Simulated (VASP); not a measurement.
Here is a VASP 6.6.1 calculation.

The input INCAR:

```
PREC = Accurate
ENCUT = 520
EDIFF = 1E-6
ISMEAR = 0
SIGMA = 0.1
LREAL = Auto
LASPH = True
NELM = 100
ALGO = Normal
ISIF = 2
LWAVE = False
LCHARG = False
GGA = PE
NBANDS = 120
LUSENCCL = False
```

File KPOINTS:

```
regular mesh
0
Gamma
  6 6 2
```

Contents of POSCAR:

```
Mg16Zn9S9
1.0
    6.6654395561      0.0000000000      0.0000000000
   -3.3327197780      5.7724399829      0.0000000000
    0.0000000000      0.0000000000     19.8780936646
S Zn Mg
9 9 16
Direct
    0.3333333333      0.6666666667      0.0251533174
    0.0000000000      1.0000000000      0.0251533174
    0.6666666667      0.3333333333      0.0251533174
    0.3333333333      1.0000000000      0.1832227175
    0.0000000000      1.3333333333      0.1832227175
    0.6666666667      0.6666666667      0.1832227175
    0.3333333333      1.3333333333      0.3412921175
    0.0000000000      1.6666666667      0.3412921175
    0.6666666667      1.0000000000      0.3412921175
    0.3333333333      1.0000000000      0.0646706675
    0.0000000000      0.3333333333      0.0646706675
    0.6666666667      0.6666666667      0.0646706675
    0.3333333333      1.3333333333      0.2227400675
    0.0000000000      0.6666666667      0.2227400675
    0.6666666667      1.0000000000      0.2227400675
    0.3333333333      1.6666666667      0.3808094676
    0.0000000000      1.0000000000      0.3808094676
    0.6666666667      1.3333333333      0.3808094676
    0.6666666667      1.3333333333      0.5166373817
    0.6666666667      1.8333333333      0.5166373817
    1.1666666667      1.3333333333      0.5166373817
    1.1666666667      1.8333333333      0.5166373817
    0.8333333333      1.6666666667      0.6438851203
    0.8333333333      1.1666666667      0.6438851203
    1.3333333333      1.6666666667      0.6438851203
    1.3333333333      1.1666666667      0.6438851203
    0.6666666667      1.3333333333      0.7711328589
    0.6666666667      1.8333333333      0.7711328589
    1.1666666667      1.3333333333      0.7711328589
    1.1666666667      1.8333333333      0.7711328589
    0.8333333333      1.6666666667      0.8983805976
    0.8333333333      1.1666666667      0.8983805976
    1.3333333333      1.6666666667      0.8983805976
    1.3333333333      1.1666666667      0.8983805976
```

Potentials or basis: VASP PAW PBE potentials, release 64 (S, Zn, Mg).

Launch:

```console
$ cat potpaw_PBE.64/S/POTCAR potpaw_PBE.64/Zn/POTCAR potpaw_PBE.64/Mg/POTCAR > POTCAR
$ mpirun -np 1 vasp_std > vasp.out
```

Problem. Estimate the pressure.

Solution. -1.2 GPa.

Problem. Predict the largest force.

Solution. 0.635 eV/Å.

Forces on the atoms (eV/Å):
```
S    0.000  0.000 -0.090
S    0.000  0.000 -0.635
S    0.000  0.000 -0.633
S    0.001  0.007  0.015
S   -0.006 -0.002  0.015
S    0.005 -0.004  0.015
S   -0.042  0.001 -0.144
S    0.022  0.036 -0.144
S    0.020 -0.037 -0.144
Zn   0.020 -0.044  0.226
Zn   0.028  0.039  0.226
Zn  -0.048  0.005  0.226
Zn  -0.010  0.001 -0.043
Zn   0.006  0.008 -0.043
Zn   0.004 -0.009 -0.043
Zn   0.000  0.000  0.545
Zn   0.000  0.000  0.589
Zn   0.000  0.000  0.230
Mg   0.000  0.000  0.336
Mg   0.064  0.039 -0.313
Mg   0.002 -0.075 -0.313
Mg  -0.065  0.036 -0.313
Mg   0.006 -0.031  0.062
Mg  -0.030  0.010  0.062
Mg   0.000  0.000  0.102
Mg   0.024  0.021  0.062
Mg   0.000  0.000 -0.061
Mg   0.015  0.010  0.061
Mg   0.001 -0.018  0.061
Mg  -0.016  0.008  0.061
Mg   0.019  0.021  0.031
Mg   0.009 -0.027  0.031
Mg   0.000  0.000 -0.071
Mg  -0.028  0.006  0.031
```
